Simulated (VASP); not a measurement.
Input of a VASP 6.6.1 run:

Contents of POSCAR:

```
NaIr3
1.0
    4.0488891700      0.0000000000      0.0000000000
    0.0000000000      4.0488891700      0.0000000000
    0.0000000000      0.0000000000      4.0488891700
Ir Na
3 1
Direct
    0.0000000000      0.5000000000      0.5000000000
    0.5000000000      0.0000000000      0.5000000000
    0.5000000000      0.5000000000      0.0000000000
    0.0000000000      0.0000000000      0.0000000000
```

The input INCAR.step1:

```
PREC = Accurate
ENCUT = 520
ISMEAR = 0
SIGMA = 0.0112
LREAL = F
LASPH = T
NELM = 100
NBANDS = 25
GGA = PE
ALGO = Normal
EDIFF = 1E-4
LWAVE = T
LCHARG = F
```

Contents of INCAR.step2:

```
PREC = Accurate
ENCUT = 520
EDIFF = 1E-6
ISMEAR = 0
SIGMA = 0.0112
LREAL = F
LASPH = T
NELM = 100
ALGO = Normal
ISIF = 2
LWAVE = F
LCHARG = T
METAGGA = R2SCAN
LMIXTAU = T
LELF = T
LVHAR = T
NBANDS = 25
ISTART = 1
```

The input KPOINTS:

```
Automatic mesh
0
Gamma
  6 6 6
```

Potentials or basis: VASP PAW PBE potentials, release 64 (Ir, Na_pv).

Launch:

```console
$ cat potpaw_PBE.64/Ir/POTCAR potpaw_PBE.64/Na_pv/POTCAR > POTCAR
$ cp INCAR.step1 INCAR
$ mpirun -np 1 vasp_std > vasp.out
$ cp INCAR.step2 INCAR
$ mpirun -np 1 vasp_std > vasp.out
```

(1) Estimate the pressure.

(2) Estimate the band gap on the k mesh.

## Answers

(1) -20.2 GPa.

(2) zero (bands 17 and 18 overlap by 2.42 eV).

Caveat: the cell stands under tension; the PAW data sets were made with another functional, which shifts forces and pressure a little; spin-orbit coupling is left out, which moves the levels of the heavy elements.
